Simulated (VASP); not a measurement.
# Al15CuN15 (a cell with a defect) in VASP: a series of runs

Runs on Al15CuN15 (a cell with a defect). Level: PBE. Tasks: single point.

All numbers are computed with VASP 6.6.1; they aren't measurements. Logs are shortened: lines on timing, memory, paths and dates and some standing lists are left out, and cuts for length are marked.

### Step 1. The cell of the first run

The cell holds a defect, 31 atoms: a = 6.260 Å, b = 6.260 Å, c = 10.035 Å, α = 90.00°, β = 90.00°, γ = 120.00°.

### Step 2. Single point, PBE

INCAR reads:

```
PREC = Accurate
ENCUT = 520
EDIFF = 1E-6
ISMEAR = 0
SIGMA = 0.01
LREAL = Auto
LASPH = True
NELM = 120
ALGO = Normal
ISIF = 2
LWAVE = False
LCHARG = False
GGA = PE
NBANDS = 86
NELECT = 132.0
GGA_COMPAT = False
ISYM = -1
```

KPOINTS reads:

```
explicit points
1
Reciprocal
  0.25000000   0.25000000   0.25000000 1
```

POSCAR reads:

```
Al15CuN15
1.0
    6.2595139102      0.0000000601      0.0000000000
   -3.1297570100      5.4208980298      0.0000000000
    0.0000000000      0.0000000000     10.0348065900
Al Cu N
15 1 15
Direct
    0.3257066616      0.1733839557      0.2566025819
    0.3330454493      0.1663349331      0.7488085694
    0.1647958855      0.3348005623      0.9966990996
    0.3307012011      0.6681815240      0.2547618791
    0.1617361012      0.8297149595      0.5007908135
    0.3312011685      0.6596770365      0.7465175008
    0.1662315552      0.8356577328      1.0020197992
    0.8310308240      0.1684805502      0.2546705499
    0.6692029919      0.3376029023      0.5005195779
    0.8389371702      0.1678966468      0.7463853271
    0.6637567698      0.3332696669      1.0018704968
    0.8294933160      0.6689718882      0.2528261031
    0.6633634422      0.8366212755      0.4997526618
    0.8326866663      0.6670352424      0.7502498702
    0.6643553248      0.8353355575      1.0000815637
    0.2142778382      0.2863778134      0.4844772032
    0.1630031049      0.3366668564      0.1862567178
    0.3320401187      0.1675127386      0.9412251361
    0.1699927478      0.3279251852      0.6972083247
    0.3358193516      0.6791881439      0.4394000895
    0.1643996097      0.8365946601      0.1928698608
    0.3309101728      0.6712638110      0.9397490043
    0.1674502339      0.8304065421      0.6909660445
    0.8201075702      0.1637628778      0.4392664975
    0.6615362199      0.3333595519      0.1928803450
    0.8286976410      0.1689849766      0.9396832147
    0.6694080175      0.3327368281      0.6908132102
    0.8308625267      0.6688183824      0.4414990587
    0.6652272066      0.8336665208      0.1890975488
    0.8309884822      0.6686404241      0.9411242996
    0.6676434871      0.8313286127      0.6914993475
```

Potentials or basis: VASP PAW PBE potentials, release 64 (Al, Cu, N).

Command:

```
$ cat potpaw_PBE.64/Al/POTCAR potpaw_PBE.64/Cu/POTCAR potpaw_PBE.64/N/POTCAR > POTCAR
$ mpirun -np 1 vasp_std > vasp.out
```

OUTCAR:

```text
PREC = Accurate
   ENCUT = 520
   EDIFF = 1E-6
   ISMEAR = 0
   LREAL = Auto
   LASPH = True
   NELM = 120
   ISIF = 2
   GGA = PE
   NELECT = 132.0
   ISYM = -1

 ion  position               nearest neighbor table
   1  0.326  0.173  0.257-  17 1.90  25 1.93  21 1.93  16 2.59   9 3.08   5 3.08   8 3.08   4 3.08
                            12 3.13  12 3.13   3 3.14   7 3.14  11 3.15   4 3.18   8 3.18
   2  0.333  0.166  0.749-  19 1.83  23 1.91  27 1.91  18 1.93  16 2.95   3 3.09   5 3.09   9 3.09
                             6 3.09  10 3.10  11 3.11   7 3.11  14 3.13  14 3.13  10 3.16   6 3.17
   3  0.165  0.335  0.997-  18 1.90  17 1.90  26 1.91  22 1.91   6 3.07  10 3.07   2 3.09  11 3.13
                             7 3.13  15 3.13  15 3.13   7 3.13  11 3.13   1 3.14   4 3.16   8 3.16
   4  0.331  0.668  0.255-  20 1.85  21 1.92  17 1.92  29 1.93  13 3.05   5 3.05   1 3.08   7 3.11
                            12 3.12   8 3.13  15 3.13   8 3.13  12 3.14   3 3.16   1 3.18
   5  0.162  0.830  0.501-  20 1.87  28 1.89  23 1.91  16 2.71   4 3.05  12 3.07  14 3.07   6 3.08
                             1 3.08   9 3.08   2 3.09  13 3.12  13 3.14   9 3.18
   6  0.331  0.660  0.747-  19 1.87  23 1.90  31 1.91  22 1.94  13 3.06   3 3.07   5 3.08  10 3.08
                             2 3.09  14 3.12  15 3.12  14 3.14   7 3.16   2 3.17  10 3.18
   7  0.166  0.836  0.002-  22 1.89  18 1.90  21 1.92  30 1.92  14 3.11  12 3.11   2 3.11   4 3.11
                            11 3.11  15 3.12   3 3.13   3 3.13  15 3.14   1 3.14  11 3.14   6 3.16
   8  0.831  0.168  0.255-  24 1.85  25 1.92  17 1.93  29 1.93  13 3.05   9 3.05   1 3.08  11 3.11
                            12 3.12   4 3.13  15 3.13   4 3.13  12 3.14   3 3.16   1 3.18
   9  0.669  0.338  0.501-  24 1.87  28 1.89  27 1.91  16 2.71   8 3.05  12 3.07   1 3.08  14 3.08
                            10 3.08   5 3.08   2 3.09  13 3.12  13 3.14   5 3.18
  10  0.839  0.168  0.746-  19 1.86  27 1.90  31 1.91  26 1.94  13 3.06   3 3.07   9 3.08   6 3.08
                             2 3.10  14 3.12  15 3.12  14 3.14  11 3.16   2 3.16   6 3.18
  11  0.664  0.333  0.002-  26 1.89  18 1.90  25 1.92  30 1.92  14 3.11  12 3.11   2 3.11   8 3.11
                             7 3.11  15 3.12   3 3.13   3 3.13  15 3.14   7 3.14   1 3.15  10 3.16
  12  0.829  0.669  0.253-  28 1.89  29 1.89  21 1.91  25 1.92   9 3.07  13 3.07   5 3.07  11 3.11
                            15 3.11   7 3.11   4 3.12   8 3.12   1 3.13   1 3.13   8 3.14   4 3.14
  13  0.663  0.837  0.500-  24 1.87  20 1.88  28 1.91  31 1.92   8 3.05   4 3.05  10 3.06   6 3.06
                            12 3.07  14 3.11   9 3.12   5 3.12   5 3.14   9 3.14
  14  0.833  0.667  0.750-  31 1.88  27 1.91  23 1.91  30 1.92   5 3.07   9 3.08  15 3.10  11 3.11
                             7 3.11  13 3.11  10 3.12   6 3.12   2 3.13   2 3.13   6 3.14  10 3.14
  15  0.664  0.835  0.000-  29 1.90  30 1.90  22 1.91  26 1.91  14 3.10  12 3.11  11 3.12   7 3.12
                            10 3.12   6 3.12   8 3.13   3 3.13   3 3.13   4 3.13   7 3.14  11 3.14
  16  0.214  0.286  0.484-  19 2.18  20 2.23  24 2.23   1 2.59   9 2.71   5 2.71   2 2.95
  17  0.163  0.337  0.186-   3 1.90   1 1.90   4 1.92   8 1.93
  18  0.332  0.168  0.941-   3 1.90  11 1.90   7 1.90   2 1.93
  19  0.170  0.328  0.697-   2 1.83  10 1.86   6 1.87  16 2.18
  20  0.336  0.679  0.439-   4 1.85   5 1.87  13 1.88  16 2.23
  21  0.164  0.837  0.193-  12 1.91   7 1.92   4 1.92   1 1.93
  22  0.331  0.671  0.940-   7 1.89  15 1.91   3 1.91   6 1.94
  23  0.167  0.830  0.691-   6 1.90   5 1.91  14 1.91   2 1.91
  24  0.820  0.164  0.439-   8 1.85   9 1.87  13 1.87  16 2.23
  25  0.662  0.333  0.193-   8 1.92  12 1.92  11 1.92   1 1.93
  26  0.829  0.169  0.940-  11 1.89  15 1.91   3 1.91  10 1.94
  27  0.669  0.333  0.691-  10 1.90  14 1.91   9 1.91   2 1.91
  28  0.831  0.669  0.441-   5 1.89   9 1.89  12 1.89  13 1.91
  29  0.665  0.834  0.189-  12 1.89  15 1.90   4 1.93   8 1.93
  30  0.831  0.669  0.941-  15 1.90  14 1.92   7 1.92  11 1.92
  31  0.668  0.831  0.691-  14 1.88   6 1.91  10 1.91  13 1.92

IMPORTANT INFORMATION: All symmetrisations will be switched off!
NOSYMM: (Re-)initialisation of all symmetry stuff for point group C_1.

----------------------------------------------------------------------------------------

                                     Primitive cell

  volume of cell :     340.5029

  direct lattice vectors                    reciprocal lattice vectors
     6.259513910  0.000000060  0.000000000     0.159756813  0.092235641  0.000000000
    -3.129757010  5.420898030  0.000000000    -0.000000002  0.184471279  0.000000000
     0.000000000  0.000000000 10.034806590     0.000000000  0.000000000  0.099653141

  length of vectors
     6.259513910  6.259513910 10.034806590     0.184471279  0.184471279  0.099653141

  position of ions in fractional coordinates (direct lattice)
     0.325706662  0.173383956  0.256602582
     0.333045449  0.166334933  0.748808569
     0.164795885  0.334800562  0.996699100
     0.330701201  0.668181524  0.254761879
     0.161736101  0.829714960  0.500790813
     0.331201169  0.659677036  0.746517501
[... 23 lines left out ...]
     0.830988482  0.668640424  0.941124300
     0.667643487  0.831328613  0.691499347

  ion indices of the primitive-cell ions
   primitive index   ion index
                 1           1
                 2           2
                 3           3
                 4           4
                 5           5
                 6           6
[... 23 lines left out ...]
                30          30
                31          31

----------------------------------------------------------------------------------------

 KPOINTS: explicit points

Read explicit list of k-points.

 Found      1 k-points:

 Following reciprocal coordinates:
            Coordinates               Weight
  0.250000  0.250000  0.250000      1.000000
   k-points           NKPTS =      1   k-points in BZ     NKDIM =      1   number of bands    NBANDS=     86
   number of dos      NEDOS =    301   number of ions     NIONS =     31
   total plane-waves  NPLWV = 184320
   dimension x,y,z NGX =    48 NGY =   48 NGZ =   80
   dimension x,y,z NGXF=    96 NGYF=   96 NGZF=  160
   ions per type =              15   1  15
   NGX,Y,Z   is equivalent  to a cutoff of  12.75, 12.75, 13.25 a.u.
   NGXF,Y,Z  is equivalent  to a cutoff of  25.50, 25.50, 26.51 a.u.
 SYSTEM =  unknown system
   PREC   = accura    normal or accurate (medium, high low for compatibility)
   ISTART =      0    job   : 0-new  1-cont  2-samecut
   ICHARG =      2    charge: 1-file 2-atom 10-const
   ISPIN  =      1    spin polarized calculation?
   LNONCOLLINEAR =      F non collinear calculations
   LSORBIT =      F    spin-orbit coupling
   LASPH  =      T    aspherical Exc in radial PAW
   ENCUT  =  520.0 eV  38.22 Ry    6.18 a.u.  11.64 11.64 18.66*2*pi/ulx,y,z
   NELM   =    120;   NELMIN=  2; NELMDL= -5     # of ELM steps
   EDIFF  = 0.1E-05   stopping-criterion for ELM
   LREAL  =      T    real-space projection
   EDIFFG = 0.1E-04   stopping-criterion for IOM
   NSW    =      0    number of steps for IOM
   IBRION =     -1    ionic relax: 0-MD 1-quasi-New 2-CG
   NFREE  =      0    steps in history (QN), initial steepest desc. (CG)
   ISIF   =      2    stress and relaxation
   ISYM   =     -1    0-nonsym 1-usesym 2-fastsym
   POTIM  = 0.5000    time-step for ionic-motion
   TEBEG  =    0.0;   TEEND  =   0.0 temperature during run
   PSTRESS=    0.0 pullay stress
   NELECT =     132.0000    total number of electrons
   NUPDOWN=      -1.0000    fix difference up-down
   EMIN   =  10.00;   EMAX   =-10.00  energy-range for DOS
   EFERMI =   0.00;   METHOD = LEGACY
   ISMEAR =     0;   SIGMA  =   0.01  broadening in eV -4-tet -1-fermi 0-gaus
   EFERMI_NEDOS =   21; number of points for ismear=-14 and -15
   IALGO  =     38    algorithm
   IMIX   =      4    mixing-type and parameters
     AMIX     =   0.40;   BMIX     =  1.00
     AMIX_MAG =   1.60;   BMIX_MAG =  1.00
  volume/ion in A,a.u.               =      10.98        74.12
  Fermi-wavevector in a.u.,A,eV,Ry     =   1.193693  2.255752 19.386971  1.424902
  Thomas-Fermi vector in A             =   2.329701
   LORBIT       =      0    0 simple, 1 ext, 2 COOP (PROOUT), +10 PAW based schemes
   GGA     = PE    functional components
   LHFCALC =     F    Hartree Fock is set to
   AEXX    =    0.0000 exact exchange contribution
   IVDW    =     0    specifies the selected vdW correction
   LEPSILON=     F    determine dielectric tensor
   LRPA    =     F    only Hartree local field effects (RPA)
 non-spin polarized calculation
 Gauss-broadening in eV      SIGMA  =   0.01
  energy-cutoff  :      520.00
  volume of cell :      340.50
 maximum number of plane-waves:      9148
 NGX is ok and might be reduce to    48
   NGX = 23   NGY = 23   NGZ = 37

 number of electron     131.9999998 magnetization

 Free energy of the ion-electron system (eV)
  ---------------------------------------------------
  ext. energy  EPLUGINS =         0.00000000
  ---------------------------------------------------
  free energy    TOTEN  =      -217.82061182 eV

  energy without entropy =     -217.82061182  energy(sigma->0) =     -217.82061182

 E-fermi :   6.6190     XC(G=0): -10.8392

 val. band max:        6.5713601558   @ k =   0.2500   0.2500   0.2500
 cond. band min:       9.5429764661   @ k =   0.2500   0.2500   0.2500
 fundamental gap:      2.9716163104
 Fermi energy:         6.6190305051

 k-point     1 :       0.2500    0.2500    0.2500
  band No.  band energies     occupation
      1      -8.8438      2.00000
      2      -8.3804      2.00000
      3      -8.2540      2.00000
      4      -8.1544      2.00000
      5      -7.8838      2.00000
      6      -7.7313      2.00000
[... 70 lines left out ...]
     77      12.5051      0.00000
     78      12.6370      0.00000
 [bands above 78 left out]

------------------------ aborting loop because EDIFF is reached ----------------------------------------

  FORCE on cell =-STRESS in cart. coord.  units (eV):
  Direction    XX          YY          ZZ          XY          YZ          ZX
  --------------------------------------------------------------------------------------
  -------------------------------------------------------------------------------------
  Total        5.3446196      1.0325647     12.9135208     -3.6075382     -1.0826465      2.4910048
  in kB       25.1481782      4.8585536     60.7623261    -16.9746437     -5.0942049     11.7209898
  external PRESSURE =      30.2563526 kB  Pullay stress =       0.0000000 kB

 VOLUME and BASIS-vectors are now :
 -----------------------------------------------------------------------------
  energy-cutoff  :      520.00
  volume of cell :      340.50
      direct lattice vectors                 reciprocal lattice vectors
     6.259513910  0.000000060  0.000000000     0.159756813  0.092235641  0.000000000
    -3.129757010  5.420898030  0.000000000    -0.000000002  0.184471279  0.000000000
     0.000000000  0.000000000 10.034806590     0.000000000  0.000000000  0.099653141

 POSITION                                       TOTAL-FORCE (eV/Angst)
 -----------------------------------------------------------------------------------
      1.49612      0.93990      2.57496         0.014920     -0.006104     -0.020541
      1.56411      0.90168      7.51415        -0.004344      0.002813      0.011355
     -0.01630      1.81492     10.00168        -0.001809      0.000137     -0.008427
     -0.02122      3.62214      2.55649        -0.005586     -0.001484      0.007695
     -1.58442      4.49780      5.02534         0.008207     -0.027340      0.003365
      0.00853      3.57604      7.49116         0.003593     -0.003681     -0.006028
[... 23 lines left out ...]
      3.10890      3.62463      9.44400         0.002649     -0.002361     -0.002729
      1.57727      4.50655      6.93906        -0.001320      0.000500      0.000185
 -----------------------------------------------------------------------------------
    total drift:                               -0.008531      0.003147      0.003337

  FREE ENERGIE OF THE ION-ELECTRON SYSTEM (eV)
  ---------------------------------------------------
  free  energy   TOTEN  =      -217.8206118181 eV

  energy  without entropy=     -217.8206118181  energy(sigma->0) =     -217.82061182
```

Wall time 3.3 min (1 thread of Intel Xeon 8259CL, shared host); peak memory 0.43 GiB.

What came out:

- Free energy: -217.8206 eV
- Largest force: 0.037 eV/Å

Forces on the atoms (eV/Å):
```
Al   0.015 -0.006 -0.021
Al  -0.004  0.003  0.011
Al  -0.002  0.000 -0.008
Al  -0.006 -0.001  0.008
Al   0.008 -0.027  0.003
Al   0.004 -0.004 -0.006
Al   0.004  0.004  0.004
Al  -0.006 -0.001  0.003
Al   0.035  0.009  0.004
Al   0.011 -0.004 -0.001
Al  -0.001 -0.003  0.004
Al  -0.002 -0.002  0.007
Al   0.000 -0.004  0.001
Al  -0.002  0.007  0.002
Al  -0.004  0.001  0.006
Cu  -0.004  0.002  0.003
N   -0.001  0.003  0.004
N    0.002 -0.001  0.001
N    0.000 -0.002  0.015
N   -0.001  0.022 -0.014
N   -0.001 -0.003 -0.006
N   -0.001 -0.001 -0.001
N   -0.004  0.008  0.006
N   -0.021 -0.007 -0.011
N    0.003  0.004 -0.005
N    0.001  0.002  0.000
N   -0.014 -0.003  0.003
N   -0.013  0.004  0.000
N    0.002  0.003 -0.011
N    0.003 -0.002 -0.003
N   -0.001  0.001  0.000
```

Caveat: the cell carries a net charge on a neutralising background, which shifts energy and pressure; the cell is charged against a uniform background, so pressure and absolute levels hang on convention.

### Step 3. Single point, PBE

INCAR reads:

```
SYSTEM = Al15CuN15
ALGO = Normal
EDIFF = 1E-6
ENCUT = 520
GGA = PE
GGA_COMPAT = .False.
ISIF = 2
ISMEAR = 0
ISYM = -1
LASPH = .True.
LCHARG = .False.
LREAL = Auto
LWAVE = .False.
NBANDS = 86
NELECT = 130.0
NELM = 120
PREC = Accurate
SIGMA = 0.01
```

KPOINTS is that of step 2.

POSCAR reads:

```
Al15CuN15
1.0
    6.2595139102      0.0000000601      0.0000000000
   -3.1297570100      5.4208980298      0.0000000000
    0.0000000000      0.0000000000     10.0348065900
Al Cu N
15 1 15
Direct
    0.3292737961      0.1665991460      0.1966768931
    0.3339755122      0.1621593852      0.7552792168
    0.1601100423      0.3358190096      0.9938583253
    0.3323524218      0.6677680974      0.2505067549
    0.1459454731      0.7926504963      0.5101507925
    0.3358922595      0.6603588894      0.7514774553
    0.1591597521      0.8220981751      0.9974004894
    0.8281583104      0.1635111428      0.2503981134
    0.7052469484      0.3510123988      0.5102141794
    0.8356906693      0.1600640631      0.7516558765
    0.6739704650      0.3368969680      0.9976225997
    0.8284254062      0.6673870375      0.2499133694
    0.6608635890      0.8357285281      0.5022821948
    0.8295470179      0.6667933777      0.7524830588
    0.6637012188      0.8321263038      1.0013571568
    0.1543236419      0.3429614417      0.5117348744
    0.1614403552      0.3346458593      0.1873917224
    0.3316121840      0.1645361143      0.9507161490
    0.1714003686      0.3243265418      0.7054107811
    0.3399037876      0.6890480773      0.4351821109
    0.1597205929      0.8265765145      0.1893789558
    0.3317853592      0.6686238675      0.9402399913
    0.1674453704      0.8285391212      0.6932049933
    0.8079783821      0.1566220692      0.4350698252
    0.6690968447      0.3357992840      0.1895125935
    0.8270944044      0.1640016167      0.9403377597
    0.6677312719      0.3288675260      0.6931651703
    0.8283339273      0.6680207010      0.4409883255
    0.6647935207      0.8307808440      0.1892270932
    0.8289079469      0.6671125812      0.9397075397
    0.6665872891      0.8295131198      0.6909785267
```

Potentials or basis: VASP PAW PBE potentials, release 64 (Al, Cu, N).

Command:

```
$ cat potpaw_PBE.64/Al/POTCAR potpaw_PBE.64/Cu/POTCAR potpaw_PBE.64/N/POTCAR > POTCAR
$ mpirun -np 1 vasp_std > vasp.out
```

Wall time 3.1 min (1 thread of Intel Xeon 8259CL, shared host); peak memory 0.43 GiB.

The run converged. Its results:

| Quantity | Value |
| --- | --- |
| Free energy | -231.7679 eV |
| Largest force | 0.048 eV/Å |

Forces on the atoms (eV/Å):
```
Al  -0.004 -0.001 -0.002
Al   0.010 -0.006  0.006
Al   0.003 -0.002  0.000
Al  -0.003  0.002  0.003
Al   0.013 -0.035  0.004
Al   0.008  0.004 -0.004
Al  -0.006  0.001  0.000
Al  -0.002  0.001  0.007
Al   0.031  0.004  0.005
Al   0.000 -0.006 -0.008
Al  -0.004  0.005 -0.003
Al  -0.006  0.000 -0.006
Al   0.000  0.012  0.003
Al  -0.011  0.006  0.009
Al   0.001 -0.004 -0.008
Cu   0.013 -0.005 -0.013
N    0.001  0.002  0.009
N    0.003 -0.002  0.009
N   -0.006  0.003  0.043
N    0.002  0.032 -0.016
N    0.005  0.002 -0.006
N    0.000  0.004 -0.001
N   -0.001  0.007  0.002
N   -0.033 -0.032 -0.015
N    0.000  0.000 -0.011
N   -0.003  0.000 -0.002
N   -0.007 -0.005  0.009
N   -0.017  0.016  0.001
N    0.007  0.000 -0.008
N    0.000 -0.002 -0.005
N    0.006 -0.003 -0.005
```

Levels at points of the mesh, in eV from the Fermi level:
| k point | band 63 | band 64 | band 65 | band 66 | band 67 | band 68 |
| --- | --- | --- | --- | --- | --- | --- |
| (0.25, 0.25, 0.25) | -1.02 | -0.46 | -0.05 | 0.88 | 3.16 | 3.74 |

Caveat: the cell carries a net charge on a neutralising background, which shifts energy and pressure; the cell is charged against a uniform background, so pressure and absolute levels hang on convention.

(Continued in part 2 of 2.)
